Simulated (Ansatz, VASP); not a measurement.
## P: VASP beside Ansatz

```xyz
1
Lattice="-1.5516 1.5516 1.5516 1.5516 -1.5516 1.5516 1.5516 1.5516 -1.5516" Properties=species:S:1:pos:R:3 pbc="T T T"
P     0.0000    0.0000    0.0000
```

Alike in both runs: task single point; functional revPBE; k mesh 16 × 16 × 16; occupations fermi-dirac, width 0.1 eV; no spin polarisation.

|  | VASP | Ansatz |
| --- | --- | --- |
| version | VASP 6.6.1 | Ansatz 0.2.0 |
| potentials or method | VASP PAW PBE potentials, release 64 (P), cutoff 520 eV | plane waves (420 eV) with PAW, scalar-relativistic |
| valence electrons in the cell | 5 | 5 |

|  | VASP | Ansatz | Ansatz less VASP |
| --- | --- | --- | --- |
| pressure (GPa) | -3.8 | -3.4 | +0.40 |

VASP's potentials were made for PBE, not for revPBE.
